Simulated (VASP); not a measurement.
# Ga (I4/mmm) in VASP: further runs, part 2 of 2

VASP 6.6.1. Earlier steps stand in the parts before.

**3. Electric field gradients, LDA (equal xx and yy strain of -2 %)**

File INCAR:

```
PREC = Accurate
ENCUT = 400
EDIFF = 1E-8
ISMEAR = -1
SIGMA = 0.05
LREAL = False
LASPH = True
NELM = 120
ALGO = Normal
ISIF = 2
LWAVE = False
LCHARG = False
LEFG = True
ISYM = 0
NBANDS = 12
GGA_COMPAT = False
```

File KPOINTS:

```
Automatic mesh
0
Gamma
  14 14 16
```

File POSCAR:

```
Ga
1.0
   -1.3759200000      1.3759200000      2.2290000000
    1.3759200000     -1.3759200000      2.2290000000
    1.3759200000      1.3759200000     -2.2290000000
Ga
1
Direct
    0.0000000000      0.0000000000      0.0000000000
```

Potentials or basis: VASP PAW LDA potentials, release 64 (Ga_d).

Launch:

```
> cat potpaw_LDA.64/Ga_d/POTCAR > POTCAR
> mpirun -np 1 vasp_std > vasp.out
```

OUTCAR:

```text
PREC = Accurate
   ENCUT = 400
   EDIFF = 1E-8
   ISMEAR = -1
   LREAL = False
   LASPH = True
   NELM = 120
   ISIF = 2
   ISYM = 0

 ion  position               nearest neighbor table
   1  0.000  0.000  0.000-

IMPORTANT INFORMATION: All symmetrisations will be switched off!
NOSYMM: (Re-)initialisation of all symmetry stuff for point group C_1.

----------------------------------------------------------------------------------------

                                     Primitive cell

  volume of cell :      16.8794

  direct lattice vectors                    reciprocal lattice vectors
    -1.375920000  1.375920000  2.229000000     0.000000000  0.363393221  0.224315837
     1.375920000 -1.375920000  2.229000000     0.363393221  0.000000000  0.224315837
     1.375920000  1.375920000 -2.229000000     0.363393221  0.363393221  0.000000000

  length of vectors
     2.958843134  2.958843134  2.958843134     0.427050614  0.427050614  0.513915621

  position of ions in fractional coordinates (direct lattice)
     0.000000000  0.000000000  0.000000000

  ion indices of the primitive-cell ions
   primitive index   ion index
                 1           1

----------------------------------------------------------------------------------------

 KPOINTS: Automatic mesh

Automatic generation of k-mesh.
 Grid dimensions read from file:
 generate k-points for:   14   14   16

 Generating k-lattice:

  Cartesian coordinates                     Fractional coordinates (reciprocal lattice)
     0.000000000  0.025956659  0.016022560     0.071428571  0.000000000  0.000000000
     0.025956659  0.000000000  0.016022560     0.000000000  0.071428571  0.000000000
     0.022712076  0.022712076  0.000000000     0.000000000  0.000000000  0.062500000

  Length of vectors
     0.030503615  0.030503615  0.032119726

  Shift w.r.t. Gamma in fractional coordinates (k-lattice)
     0.000000000  0.000000000  0.000000000

 -----------------------------------------------------------------------------
|                                                                             |
|           W    W    AA    RRRRR   N    N  II  N    N   GGGG   !!!           |
|           W    W   A  A   R    R  NN   N  II  NN   N  G    G  !!!           |
|           W    W  A    A  R    R  N N  N  II  N N  N  G       !!!           |
|           W WW W  AAAAAA  RRRRR   N  N N  II  N  N N  G  GGG   !            |
|           WW  WW  A    A  R   R   N   NN  II  N   NN  G    G                |
|           W    W  A    A  R    R  N    N  II  N    N   GGGG   !!!           |
|                                                                             |
|     Your reciprocal lattice and k-lattice belong to different lattice       |
|     classes:                                                                |
|                                                                             |
|        The reciprocal lattice is body-centered tetragonal,                  |
|        whereas your k-lattice is base-centered monoclinic.                  |
|                                                                             |
|     Results are often still useful ...                                      |
|                                                                             |
 -----------------------------------------------------------------------------

 WARNING: IBZKPT: internal override: KBLOWUP is changed to .FALSE.
      ... skipping the blow-up phase ...

 Subroutine IBZKPT returns following result:
[... 68 lines left out ...]
     AMIX     =   0.40;   BMIX     =  1.00
     AMIX_MAG =   1.60;   BMIX_MAG =  1.00
  volume/ion in A,a.u.               =      16.88       113.91
  Fermi-wavevector in a.u.,A,eV,Ry     =   1.500619  2.835759 30.638384  2.251858
  Thomas-Fermi vector in A             =   2.612096
   LORBIT       =      0    0 simple, 1 ext, 2 COOP (PROOUT), +10 PAW based schemes
   GGA     = CA    functional components
   LHFCALC =     F    Hartree Fock is set to
   AEXX    =    0.0000 exact exchange contribution
   IVDW    =     0    specifies the selected vdW correction
   LEPSILON=     F    determine dielectric tensor
   LRPA    =     F    only Hartree local field effects (RPA)
 non-spin polarized calculation
  energy-cutoff  :      400.00
  volume of cell :       16.88
 maximum number of plane-waves:       328
   NGX =  9   NGY =  9   NGZ =  9

 number of electron      12.9999993 magnetization

 Free energy of the ion-electron system (eV)
  ---------------------------------------------------
  ext. energy  EPLUGINS =         0.00000000
  ---------------------------------------------------
  free energy    TOTEN  =        -3.56249295 eV

  energy without entropy =       -3.55947544  energy(sigma->0) =       -3.56098419

 E-fermi :   6.3960     XC(G=0): -11.9062

 val. band max:        6.3802905308   @ k =  -0.3571   0.2143   0.2500
 cond. band min:       6.3988836876   @ k =  -0.4286   0.0714   0.0625
 fundamental gap:      0.0185931568
 Fermi energy:         6.3960279157

 k-point     1 :       0.0000    0.0000    0.0000
  band No.  band energies     occupation
      1      -8.8345      2.00000
      2      -8.6593      2.00000
      3      -8.6592      2.00000
      4      -8.6589      2.00000
      5      -8.4784      2.00000
      6      -5.5461      2.00000
      7      19.6989      0.00000
      8      19.7543      0.00000
      9      19.7543      0.00000
     10      23.2649      0.00000
     11      23.2908      0.00000
     12      24.0423      0.00000
[... 331 lines left out ...]
 k-point    24 :       0.0714    0.1429    0.0000
  band No.  band energies     occupation
      1      -8.8019      2.00000
      2      -8.6845      2.00000
      3      -8.6429      2.00000
      4      -8.6124      2.00000
      5      -8.4948      2.00000
      6      -4.6644      2.00000
      7      14.2199      0.00000
      8      16.6563      0.00000
      9      18.5625      0.00000
     10      21.8034      0.00000
     11      22.6848      0.00000
     12      25.0486      0.00000

 [... further k-points ...]
[... 5 lines left out ...]
  --------------------------------------------------------------------------------------
  -------------------------------------------------------------------------------------
  Total        0.0826283      0.0826282      0.0132884      0.0330277      0.0033406      0.0033406
  in kB        7.8430167      7.8430016      1.2613255      3.1349623      0.3170835      0.3170888
  external PRESSURE =       5.6491146 kB  Pullay stress =       0.0000000 kB

 VOLUME and BASIS-vectors are now :
 -----------------------------------------------------------------------------
  energy-cutoff  :      400.00
  volume of cell :       16.88
      direct lattice vectors                 reciprocal lattice vectors
    -1.375920000  1.375920000  2.229000000     0.000000000  0.363393221  0.224315837
     1.375920000 -1.375920000  2.229000000     0.363393221  0.000000000  0.224315837
     1.375920000  1.375920000 -2.229000000     0.363393221  0.363393221  0.000000000

 POSITION                                       TOTAL-FORCE (eV/Angst)
 -----------------------------------------------------------------------------------
      0.00000      0.00000      0.00000         0.000000      0.000000      0.000000
 -----------------------------------------------------------------------------------
    total drift:                                0.000000      0.000000      0.000000

  FREE ENERGIE OF THE ION-ELECTRON SYSTEM (eV)
  ---------------------------------------------------
  free  energy   TOTEN  =        -3.5624929474 eV

  energy  without entropy=       -3.5594754403  energy(sigma->0) =       -3.56098419

 Electric field gradients (V/A^2)
---------------------------------------------------------------------
 ion       V_xx      V_yy      V_zz      V_xy      V_xz      V_yz
---------------------------------------------------------------------
   1     -12.869   -12.869    25.737    -0.593     0.023     0.023
---------------------------------------------------------------------

 Electric field gradients after diagonalization (V/A^2)
 (convention: |V_zz| > |V_xx| > |V_yy|)
----------------------------------------------------------------------
 ion       V_xx      V_yy      V_zz     asymmetry (V_yy - V_xx)/ V_zz
----------------------------------------------------------------------
   1     -13.461   -12.276    25.737       0.046
----------------------------------------------------------------------

           NMR quadrupolar parameters

 Cq : quadrupolar parameter    Cq=e*Q*V_zz/h
 eta: asymmetry parameters     (V_yy - V_xx)/ V_zz
 Q  : nuclear electric quadrupole moment in mb (millibarn)
----------------------------------------------------------------------
 ion       Cq(MHz)       eta       Q (mb)
----------------------------------------------------------------------
   1       0.062       0.046       1.000
----------------------------------------------------------------------
```

stdout:

```text
POSCAR found type information on POSCAR Ga
 POSCAR found :  1 types and       1 ions
 scaLAPACK will be used
 LDA part: xc-table for (Slater(with rela. corr.)+CA(PZ))
 , standard interpolation
 -----------------------------------------------------------------------------
[... 26 lines left out ...]
     0.0000628     0.0174076    -0.0001842    -0.0478740    -0.0001842    -0.0000001
     0.0000820     0.0174076    -0.0001842    -0.0478740    -0.0001842    -0.0000001
     0.0001070     0.0174076    -0.0001842    -0.0478740    -0.0001842    -0.0000001

     0.0000481     0.5422777    -0.0203552   -20.7240204    -0.0203509    -0.0000014
     0.0000628     0.5422726    -0.0203551   -20.7236704    -0.0203507    -0.0000014
     0.0000820     0.5422652    -0.0203548   -20.7231412    -0.0203504    -0.0000014
     0.0001070     0.5422542    -0.0203543   -20.7223452    -0.0203500    -0.0000014
```

Wall time 3.5 min (1 thread of Oxide Virtual Turin-like, shared host); peak memory 0.27 GiB.

Results:

```
Free energy                             : -3.5625 eV
Pressure                                : 0.6 GPa
Band gap on the k mesh                  : zero (an odd number of electrons rules out a gap without spin polarisation)
Largest electric field gradient by atom : Ga +25.7 V/Å²
```

Levels at points of the mesh, in eV from the Fermi level:
```csv
k point,band 3,band 4,band 5,band 6,band 7,band 8,band 9,band 10
"(0.00, 0.00, 0.00)",-15.06,-15.05,-14.87,-11.94,13.30,13.36,13.36,16.87
"(0.50, 0.00, 0.00)",-15.04,-14.85,-14.80,-5.04,-4.46,8.60,12.49,12.84
"(0.00, 0.50, 0.00)",-15.04,-14.85,-14.80,-5.04,-4.46,8.60,12.49,12.84
"(0.50, 0.50, 0.00)",-14.86,-14.84,-14.71,-2.28,-1.13,4.04,5.13,8.43
"(0.00, 0.00, 0.50)",-14.86,-14.84,-14.71,-2.28,-1.13,4.04,5.13,8.43
"(0.50, 0.00, 0.50)",-15.04,-14.85,-14.80,-5.04,-4.46,8.60,12.49,12.84
"(0.00, 0.50, 0.50)",-15.04,-14.85,-14.80,-5.04,-4.46,8.60,12.49,12.84
"(0.50, 0.50, 0.50)",-14.81,-14.81,-14.81,-4.16,-3.98,6.94,6.94,10.30
```

Electric field gradients, principal values (V/Å²):
| atom | least | middle | greatest (by size) |
| --- | --- | --- | --- |
| 1 Ga | -12.276 | -13.461 | 25.737 |

Caveat: the cell differs from its parent crystal (equal xx and yy strain of -2 %); without QUAD_EFG the Cq values of the log hold for a quadrupole moment of 1 mb, not for the nuclei.

**4. Electric field gradients, LDA (equal xx and yy strain of +3 %)**

File INCAR:

```
SYSTEM = Ga
PREC     = Accurate       ! precision mode
ENCUT    = 400            ! plane-wave cutoff, eV
EDIFF    = 1E-8           ! SCF threshold, eV
ISMEAR   = -1             ! smearing method
SIGMA    = 0.05           ! smearing width, eV
LREAL    = .False.        ! projectors in reciprocal space
LASPH    = .True.         ! aspherical terms in the spheres
NELM     = 120            ! most SCF steps
ALGO     = Normal         ! electronic algorithm
ISIF     = 2              ! what is computed and relaxed
LWAVE    = .False.        ! write WAVECAR
LCHARG   = .False.        ! write CHGCAR
LEFG     = .True.       
ISYM     = 0            
NBANDS   = 12             ! bands
GGA_COMPAT= .False.
```

File KPOINTS:

```
regular mesh
0
Gamma
  14 14 16
  0 0 0
```

File POSCAR:

```
Ga
1.0
   -1.4461200000      1.4461200000      2.2290000000
    1.4461200000     -1.4461200000      2.2290000000
    1.4461200000      1.4461200000     -2.2290000000
Ga
1
Direct
    0.0000000000      0.0000000000      0.0000000000
```

Potentials or basis: VASP PAW LDA potentials, release 64 (Ga_d).

Launch:

```
> cat potpaw_LDA.64/Ga_d/POTCAR > POTCAR
> mpirun -np 1 vasp_std > vasp.out
```

OUTCAR:

```text
SYSTEM = Ga
   PREC = Accurate
   ENCUT = 400
   EDIFF = 1E-8
   ISMEAR = -1
   LREAL = .False.
   LASPH = .True.
   NELM = 120
   ISIF = 2
   ISYM = 0

 ion  position               nearest neighbor table
   1  0.000  0.000  0.000-

IMPORTANT INFORMATION: All symmetrisations will be switched off!
NOSYMM: (Re-)initialisation of all symmetry stuff for point group C_1.

----------------------------------------------------------------------------------------

                                     Primitive cell

  volume of cell :      18.6457

  direct lattice vectors                    reciprocal lattice vectors
    -1.446120000  1.446120000  2.229000000     0.000000000  0.345752773  0.224315837
     1.446120000 -1.446120000  2.229000000     0.345752773  0.000000000  0.224315837
     1.446120000  1.446120000 -2.229000000     0.345752773  0.345752773  0.000000000

  length of vectors
     3.025056546  3.025056546  3.025056546     0.412143876  0.412143876  0.488968261

  position of ions in fractional coordinates (direct lattice)
     0.000000000  0.000000000  0.000000000

  ion indices of the primitive-cell ions
   primitive index   ion index
                 1           1

----------------------------------------------------------------------------------------

 KPOINTS: regular mesh

Automatic generation of k-mesh.
 Grid dimensions read from file:
 generate k-points for:   14   14   16

 Generating k-lattice:

  Cartesian coordinates                     Fractional coordinates (reciprocal lattice)
     0.000000000  0.024696627  0.016022560     0.071428571  0.000000000 -0.000000000
     0.024696627  0.000000000  0.016022560     0.000000000  0.071428571 -0.000000000
     0.021609548  0.021609548  0.000000000     0.000000000  0.000000000  0.062500000

[... 141 lines left out ...]
      8      17.5887      0.00000
      9      17.6345      0.00000
     10      21.4095      0.00000
     11      21.5628      0.00000
     12      21.8900      0.00000
[... 331 lines left out ...]
 k-point    24 :       0.0714    0.1429    0.0000
  band No.  band energies     occupation
      1      -9.6238      2.00000
      2      -9.5584      2.00000
      3      -9.5351      2.00000
      4      -9.4990      2.00000
      5      -9.4240      2.00000
      6      -4.9040      2.00000
      7      12.5305      0.00000
      8      14.7690      0.00000
      9      17.0950      0.00000
     10      20.4170      0.00000
     11      21.1275      0.00000
     12      22.8703      0.00000

 [... further k-points ...]
[... 5 lines left out ...]
  --------------------------------------------------------------------------------------
  -------------------------------------------------------------------------------------
  Total       -0.5844308     -0.5844310     -0.5542575      0.0022686      0.0207863      0.0207862
  in kB      -50.2186414    -50.2186546    -47.6259299      0.1949349      1.7861104      1.7861065
  external PRESSURE =     -49.3544086 kB  Pullay stress =       0.0000000 kB

 VOLUME and BASIS-vectors are now :
 -----------------------------------------------------------------------------
  energy-cutoff  :      400.00
  volume of cell :       18.65
      direct lattice vectors                 reciprocal lattice vectors
    -1.446120000  1.446120000  2.229000000     0.000000000  0.345752773  0.224315837
     1.446120000 -1.446120000  2.229000000     0.345752773  0.000000000  0.224315837
     1.446120000  1.446120000 -2.229000000     0.345752773  0.345752773  0.000000000

 POSITION                                       TOTAL-FORCE (eV/Angst)
 -----------------------------------------------------------------------------------
      0.00000      0.00000      0.00000        -0.000000      0.000000      0.000000
 -----------------------------------------------------------------------------------
    total drift:                               -0.000000      0.000000      0.000000

  FREE ENERGIE OF THE ION-ELECTRON SYSTEM (eV)
  ---------------------------------------------------
  free  energy   TOTEN  =        -3.5410175694 eV

  energy  without entropy=       -3.5378340375  energy(sigma->0) =       -3.53942580

 Electric field gradients (V/A^2)
---------------------------------------------------------------------
 ion       V_xx      V_yy      V_zz      V_xy      V_xz      V_yz
---------------------------------------------------------------------
   1      -8.021    -8.021    16.043    -0.264     0.142     0.142
---------------------------------------------------------------------

 Electric field gradients after diagonalization (V/A^2)
 (convention: |V_zz| > |V_xx| > |V_yy|)
----------------------------------------------------------------------
 ion       V_xx      V_yy      V_zz     asymmetry (V_yy - V_xx)/ V_zz
----------------------------------------------------------------------
   1      -8.287    -7.757    16.045       0.033
----------------------------------------------------------------------

           NMR quadrupolar parameters

 Cq : quadrupolar parameter    Cq=e*Q*V_zz/h
 eta: asymmetry parameters     (V_yy - V_xx)/ V_zz
 Q  : nuclear electric quadrupole moment in mb (millibarn)
----------------------------------------------------------------------
 ion       Cq(MHz)       eta       Q (mb)
----------------------------------------------------------------------
   1       0.039       0.033       1.000
----------------------------------------------------------------------
```

Wall time 2.3 min (1 thread of Oxide Virtual Turin-like, shared host); peak memory 0.28 GiB.

Results:

| Property | Result |
| --- | --- |
| Free energy | -3.5410 eV |
| Pressure | -4.9 GPa |
| Band gap on the k mesh | zero (an odd number of electrons rules out a gap without spin polarisation) |
| Largest electric field gradient by atom | Ga +16.0 V/Å² |

Electric field gradients, principal values (V/Å²):
```
atom   least  middle  greatest (by size)
1 Ga  -7.757  -8.287              16.045
```

Caveat: the cell differs from its parent crystal (equal xx and yy strain of +3 %); the cell stands under tension; without QUAD_EFG the Cq values of the log hold for a quadrupole moment of 1 mb, not for the nuclei.

**5. Summary**

| cell | cutoff (eV) | gap on the mesh (eV) | pressure (GPa) |
| --- | --- | --- | --- |
| a = 2.935 Å, angles 123.9, 123.9, 83.4°, 1 atom | 520 | none | 1.8 |
| a = 2.959 Å, angles 124.6, 124.6, 82.2°, 1 atom | 400 | none | 0.6 |
| a = 3.025 Å, angles 122.9, 122.9, 85.1°, 1 atom | 400 | none | -4.9 |

Alike in all rows: task electric field gradients; level LDA; potentials or basis VASP PAW LDA potentials, release 64 (Ga_d); no spin polarisation; k mesh 14 × 14 × 16; smearing fermi-dirac 0.05 eV.

Caveats: the cell stands under tension (at least some runs).

Total energies depend on the potentials used, so only differences within one code and one set of settings carry meaning.

The gap in the log of VASP goes by the Fermi energy; the results here count the filled bands.